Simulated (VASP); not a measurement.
Set up this calculation in VASP 6.6.1, as the native input.

```yaml
Task: single point
Functional: PBE
Potentials_or_basis: VASP PAW PBE potentials, release 64 (Nb_sv)
Cutoff: 520 eV
k_mesh: 10 × 10 × 10
Occupations: fermi-dirac, width 0.02 eV
Spin: no spin polarisation
Dipole_correction: no
Further_INCAR_settings: ALGO = Normal; EDIFF = 1e-06; NBANDS = 12
```

The structure of Nb lies in POSCAR:

```
Nb
1.0
   -1.6521128878      1.6521128878      1.6521128878
    1.6521128878     -1.6521128878      1.6521128878
    1.6521128878      1.6521128878     -1.6521128878
Nb
1
Direct
    0.0000000000      0.0000000000      0.0000000000
```

The input as run:

INCAR

```
SYSTEM = Nb
PREC = Accurate
ENCUT = 520
EDIFF = 1E-6
ISMEAR = -1
SIGMA = 0.02
LREAL = .False.
LASPH = .True.
NELM = 80
ALGO = Normal
ISIF = 2
LWAVE = .False.
LCHARG = .False.
GGA = PE
NBANDS = 12
```

KPOINTS

```
regular mesh
0
Gamma
  10 10 10
  0 0 0
```

Potentials or basis: VASP PAW PBE potentials, release 64 (Nb_sv).

Launch:

```sh
$ cat potpaw_PBE.64/Nb_sv/POTCAR > POTCAR
$ mpirun -np 1 vasp_std > vasp.out
```

Results of the run:

The pressure is 1.0 GPa.

Run time: 8.4 s on 1 thread of Intel(R) Xeon(R) 6975P-C (Granite Rapids) (shared host), peak memory 0.13 GiB.
